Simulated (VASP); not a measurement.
# MoS2 in VASP: notebook

The runs below take MoS2 through single point, with LDA.

Everything below comes from runs of VASP 6.6.1. Logs are shortened: lines on timing, memory, paths and dates and some standing lists are left out, and cuts for length are marked.

### Step 1. The cell of the first run

The cell holds a slab with vacuum, 3 atoms: a = 3.163 Å, b = 3.163 Å, c = 17.218 Å, α = 90.00°, β = 90.00°, γ = 120.00°.

### Step 2. Single point, LDA (49.72 Å³/atom)

Contents of INCAR:

```
SYSTEM = MoS2
PREC     = Accurate       ! precision mode
ENCUT    = 520            ! plane-wave cutoff, eV
EDIFF    = 1E-6           ! SCF threshold, eV
ISMEAR   = -1             ! smearing method
SIGMA    = 0.05           ! smearing width, eV
LREAL    = .FALSE.        ! projectors in reciprocal space
LASPH    = .TRUE.         ! aspherical terms in the spheres
NELM     = 80             ! most SCF steps
ALGO     = Normal         ! electronic algorithm
ISIF     = 2              ! what is computed and relaxed
LWAVE    = .FALSE.        ! write WAVECAR
LCHARG   = .TRUE.         ! write CHGCAR
LELF     = .TRUE.         ! ELF
LVHAR    = .TRUE.       
NBANDS   = 20             ! bands
```

Contents of KPOINTS:

```
Automatic mesh
0
G
  10 10 2
  0 0 0
```

Contents of POSCAR:

```
MoS2
1.0
    3.1627554646      0.0000000000      0.0000000000
   -1.5813777323      2.7390265783      0.0000000000
    0.0000000000      0.0000000000     17.2182568475
Mo S
1 2
Direct
    0.0000000000      0.0000000000      0.0000000000
    0.3333333333      0.6666666667      0.9105070200
    0.3333333333      0.6666666667      0.0894929800
```

Potentials or basis: VASP PAW LDA potentials, release 64 (Mo_sv, S).

Command:

```console
$ cat potpaw_LDA.64/Mo_sv/POTCAR potpaw_LDA.64/S/POTCAR > POTCAR
$ mpirun -np 1 vasp_std > vasp.out
```

OUTCAR:

```text
SYSTEM = MoS2
   PREC = Accurate
   ENCUT = 520
   EDIFF = 1E-6
   ISMEAR = -1
   LREAL = .FALSE.
   LASPH = .TRUE.
   NELM = 80
   ISIF = 2

 ion  position               nearest neighbor table
   1  0.000  0.000  0.000-   2 2.39   3 2.39   2 2.39   3 2.39   2 2.39   3 2.39
   2  0.333  0.667  0.911-   1 2.39   1 2.39   1 2.39
   3  0.333  0.667  0.089-   1 2.39   1 2.39   1 2.39

  LATTYP: Found a hexagonal cell.
 ALAT       =     3.1627554646
 C/A-ratio  =     5.4440683259

  Lattice vectors:

 A1 = (   3.1627554646,   0.0000000000,   0.0000000000)
 A2 = (  -1.5813777323,   2.7390265783,   0.0000000000)
 A3 = (   0.0000000000,   0.0000000000,  17.2182568475)

Analysis of symmetry for initial positions (statically):
=====================================================================
 Subroutine PRICEL returns:
 Original cell was already a primitive cell.

 Routine SETGRP: Setting up the symmetry group for a
 hexagonal supercell.

 Subroutine GETGRP returns: Found 12 space group operations
 (whereof 12 operations were pure point group operations)
 out of a pool of 24 trial point group operations.

The static configuration has the point symmetry D_3h.

Analysis of symmetry for dynamics (positions and initial velocities):
=====================================================================
 Subroutine PRICEL returns:
 Original cell was already a primitive cell.

 Routine SETGRP: Setting up the symmetry group for a
 hexagonal supercell.

 Subroutine GETGRP returns: Found 12 space group operations
 (whereof 12 operations were pure point group operations)
 out of a pool of 24 trial point group operations.

The dynamic configuration has the point symmetry D_3h.

 Subroutine INISYM returns: Found 12 space group operations
 (whereof 12 operations are pure point group operations),
 and found     1 'primitive' translations

----------------------------------------------------------------------------------------

                                     Primitive cell

  volume of cell :     149.1595

  direct lattice vectors                    reciprocal lattice vectors
     3.162755465  0.000000000  0.000000000     0.316179993  0.182546604  0.000000000
    -1.581377732  2.739026578  0.000000000     0.000000000  0.365093208  0.000000000
     0.000000000  0.000000000 17.218256848     0.000000000  0.000000000  0.058077888

  length of vectors
     3.162755465  3.162755465 17.218256848     0.365093208  0.365093208  0.058077888

  position of ions in fractional coordinates (direct lattice)
     0.000000000  0.000000000  0.000000000
     0.333333333  0.666666667  0.910507020
     0.333333333  0.666666667  0.089492980

  ion indices of the primitive-cell ions
   primitive index   ion index
                 1           1
                 2           2
                 3           3

----------------------------------------------------------------------------------------

 KPOINTS: Automatic mesh

Automatic generation of k-mesh.
 Grid dimensions read from file:
 generate k-points for:   10   10    2

 Generating k-lattice:

  Cartesian coordinates                     Fractional coordinates (reciprocal lattice)
     0.031617999  0.018254660  0.000000000     0.100000000 -0.000000000  0.000000000
     0.000000000  0.036509321  0.000000000     0.000000000  0.100000000  0.000000000
     0.000000000  0.000000000  0.029038944     0.000000000  0.000000000  0.500000000

  Length of vectors
     0.036509321  0.036509321  0.029038944

  Shift w.r.t. Gamma in fractional coordinates (k-lattice)
     0.000000000  0.000000000  0.000000000

 Subroutine IBZKPT returns following result:
 ===========================================

 Found     28 irreducible k-points:

 Following reciprocal coordinates:
            Coordinates               Weight
  0.000000  0.000000  0.000000      1.000000
  0.100000  0.000000  0.000000      6.000000
  0.200000  0.000000  0.000000      6.000000
  0.300000  0.000000  0.000000      6.000000
  0.400000  0.000000  0.000000      6.000000
  0.500000 -0.000000  0.000000      3.000000
[... 16 lines left out ...]
  0.300000  0.100000  0.500000     12.000000
  0.400000  0.100000  0.500000     12.000000
 [... further k-points ...]
   k-points           NKPTS =     28   k-points in BZ     NKDIM =     28   number of bands    NBANDS=     20
   number of dos      NEDOS =    301   number of ions     NIONS =      3
   total plane-waves  NPLWV =  73728
   dimension x,y,z NGX =    24 NGY =   24 NGZ =  128
   dimension x,y,z NGXF=    48 NGYF=   48 NGZF=  256
   ions per type =               1   2
   NGX,Y,Z   is equivalent  to a cutoff of  12.62, 12.62, 12.36 a.u.
   NGXF,Y,Z  is equivalent  to a cutoff of  25.23, 25.23, 24.72 a.u.
 SYSTEM =  MoS2
   PREC   = accura    normal or accurate (medium, high low for compatibility)
   ISTART =      0    job   : 0-new  1-cont  2-samecut
   ICHARG =      2    charge: 1-file 2-atom 10-const
   ISPIN  =      1    spin polarized calculation?
   LNONCOLLINEAR =      F non collinear calculations
   LSORBIT =      F    spin-orbit coupling
   LASPH  =      T    aspherical Exc in radial PAW
   ENCUT  =  520.0 eV  38.22 Ry    6.18 a.u.   5.88  5.88 32.01*2*pi/ulx,y,z
   NELM   =     80;   NELMIN=  2; NELMDL= -5     # of ELM steps
   EDIFF  = 0.1E-05   stopping-criterion for ELM
   LREAL  =      F    real-space projection
   EDIFFG = 0.1E-04   stopping-criterion for IOM
   NSW    =      0    number of steps for IOM
   IBRION =     -1    ionic relax: 0-MD 1-quasi-New 2-CG
   NFREE  =      0    steps in history (QN), initial steepest desc. (CG)
   ISIF   =      2    stress and relaxation
   ISYM   =      2    0-nonsym 1-usesym 2-fastsym
   POTIM  = 0.5000    time-step for ionic-motion
   TEBEG  =    0.0;   TEEND  =   0.0 temperature during run
   PSTRESS=    0.0 pullay stress
   NELECT =      26.0000    total number of electrons
   NUPDOWN=      -1.0000    fix difference up-down
   EMIN   =  10.00;   EMAX   =-10.00  energy-range for DOS
   EFERMI =   0.00;   METHOD = LEGACY
   ISMEAR =    -1;   SIGMA  =   0.05  broadening in eV -4-tet -1-fermi 0-gaus
   EFERMI_NEDOS =   21; number of points for ismear=-14 and -15
   IALGO  =     38    algorithm
   IMIX   =      4    mixing-type and parameters
     AMIX     =   0.40;   BMIX     =  1.00
     AMIX_MAG =   1.60;   BMIX_MAG =  1.00
  volume/ion in A,a.u.               =      49.72       335.53
  Fermi-wavevector in a.u.,A,eV,Ry     =   0.914497  1.728149 11.378616  0.836305
  Thomas-Fermi vector in A             =   2.039131
   LORBIT       =      0    0 simple, 1 ext, 2 COOP (PROOUT), +10 PAW based schemes
   GGA     = CA    functional components
   LHFCALC =     F    Hartree Fock is set to
   AEXX    =    0.0000 exact exchange contribution
   IVDW    =     0    specifies the selected vdW correction
   LEPSILON=     F    determine dielectric tensor
   LRPA    =     F    only Hartree local field effects (RPA)
 non-spin polarized calculation
  energy-cutoff  :      520.00
  volume of cell :      149.16
 maximum number of plane-waves:      4040
 NGX is ok and might be reduce to    24
   NGX = 11   NGY = 11   NGZ = 65

 number of electron      25.9999997 magnetization

 Free energy of the ion-electron system (eV)
  ---------------------------------------------------
  ext. energy  EPLUGINS =         0.00000000
  ---------------------------------------------------
  free energy    TOTEN  =       -24.35074214 eV

  energy without entropy =      -24.35074213  energy(sigma->0) =      -24.35074213

 E-fermi :  -0.6613     XC(G=0):  -4.5425

 val. band max:       -1.5342122139   @ k =   0.0000   0.0000   0.5000
 cond. band min:       0.2615818267   @ k =   0.3000   0.3000   0.0000
 fundamental gap:      1.7957940406
 Fermi energy:        -0.6613474051

 k-point     1 :       0.0000    0.0000    0.0000
  band No.  band energies     occupation
      1     -62.0242      2.00000
      2     -36.3888      2.00000
      3     -36.1491      2.00000
      4     -36.1491      2.00000
      5     -15.6927      2.00000
      6     -14.2835      2.00000
[... 12 lines left out ...]
     19       4.3421      0.00000
     20       4.6989      0.00000

 k-point     2 :       0.1000    0.0000    0.0000
  band No.  band energies     occupation
      1     -62.0202      2.00000
      2     -36.3808      2.00000
      3     -36.1894      2.00000
      4     -36.1582      2.00000
      5     -15.5393      2.00000
      6     -14.2244      2.00000
[... 12 lines left out ...]
     19       4.5351      0.00000
     20       5.2815      0.00000

 k-point     3 :       0.2000    0.0000    0.0000
  band No.  band energies     occupation
      1     -62.0095      2.00000
      2     -36.3600      2.00000
      3     -36.2939      2.00000
      4     -36.1820      2.00000
      5     -15.1142      2.00000
      6     -14.0612      2.00000
[... 12 lines left out ...]
     19       5.0801      0.00000
     20       6.0404      0.00000

 k-point     4 :       0.3000    0.0000    0.0000
  band No.  band energies     occupation
      1     -61.9964      2.00000
      2     -36.4206      2.00000
      3     -36.3342      2.00000
      4     -36.2113      2.00000
      5     -14.5259      2.00000
      6     -13.8390      2.00000
[... 12 lines left out ...]
     19       5.8204      0.00000
     20       6.6492      0.00000

 k-point     5 :       0.4000    0.0000    0.0000
  band No.  band energies     occupation
      1     -61.9857      2.00000
      2     -36.5213      2.00000
      3     -36.3132      2.00000
      4     -36.2348      2.00000
      5     -13.9731      2.00000
      6     -13.6380      2.00000
[... 12 lines left out ...]
     19       6.1940      0.00000
     20       6.3826      0.00000
[... 353 lines left out ...]
      6     -14.1128      2.00000
[... 12 lines left out ...]
     19       4.7968      0.00000
     20       6.0450      0.00000

 k-point    22 :       0.2000    0.1000    0.5000
  band No.  band energies     occupation
      1     -62.0009      2.00000
      2     -36.3673      2.00000
      3     -36.3431      2.00000
      4     -36.2112      2.00000
      5     -14.7397      2.00000
      6     -13.9170      2.00000
[... 12 lines left out ...]
     19       5.4668      0.00000
     20       6.7153      0.00000

 k-point    23 :       0.3000    0.1000    0.5000
  band No.  band energies     occupation
      1     -61.9890      2.00000
      2     -36.4736      2.00000
      3     -36.3197      2.00000
      4     -36.2450      2.00000
      5     -14.1580      2.00000
      6     -13.6971      2.00000
[... 12 lines left out ...]
     19       6.2916      0.00000
     20       6.5459      0.00000

 k-point    24 :       0.4000    0.1000    0.5000
  band No.  band energies     occupation
      1     -61.9816      2.00000
      2     -36.5384      2.00000
      3     -36.3051      2.00000
      4     -36.2659      2.00000
      5     -13.7446      2.00000
      6     -13.5456      2.00000
[... 12 lines left out ...]
     19       6.8761      0.00000
     20       7.0380      0.00000

 [... further k-points ...]

------------------------ aborting loop because EDIFF is reached ----------------------------------------

  FORCE on cell =-STRESS in cart. coord.  units (eV):
  Direction    XX          YY          ZZ          XY          YZ          ZX
  --------------------------------------------------------------------------------------
  -------------------------------------------------------------------------------------
  Total       -1.2852291     -1.2852291     -0.1570382      0.0000000      0.0000000      0.0000000
  in kB      -13.8051172    -13.8051172     -1.6868049      0.0000000      0.0000000      0.0000000
  external PRESSURE =      -9.7656798 kB  Pullay stress =       0.0000000 kB

 VOLUME and BASIS-vectors are now :
 -----------------------------------------------------------------------------
  energy-cutoff  :      520.00
  volume of cell :      149.16
      direct lattice vectors                 reciprocal lattice vectors
     3.162755465  0.000000000  0.000000000     0.316179993  0.182546604  0.000000000
    -1.581377732  2.739026578  0.000000000     0.000000000  0.365093208  0.000000000
     0.000000000  0.000000000 17.218256848     0.000000000  0.000000000  0.058077888

 POSITION                                       TOTAL-FORCE (eV/Angst)
 -----------------------------------------------------------------------------------
      0.00000      0.00000      0.00000        -0.000000     -0.000000      0.000000
     -0.00000      1.82602     15.67734         0.000000      0.000000      0.042426
     -0.00000      1.82602      1.54091         0.000000     -0.000000     -0.042426
 -----------------------------------------------------------------------------------
    total drift:                                0.000000     -0.000000     -0.000000

  FREE ENERGIE OF THE ION-ELECTRON SYSTEM (eV)
  ---------------------------------------------------
  free  energy   TOTEN  =       -24.3507421354 eV

  energy  without entropy=      -24.3507421330  energy(sigma->0) =      -24.35074213
```

Run time: 2.5 min. Hardware: 1 thread of Intel Xeon 8259CL, shared host; peak memory 0.25 GiB.

Results:

- Free energy: -24.3507 eV
- Largest force: 0.042 eV/Å
- Band gap on the k mesh: 1.80 eV (least direct gap 1.99 eV)

Forces on the atoms (eV/Å):
```
Mo   0.000  0.000  0.000
S    0.000  0.000  0.042
S    0.000  0.000 -0.042
```

(Continued in part 2 of 2.)
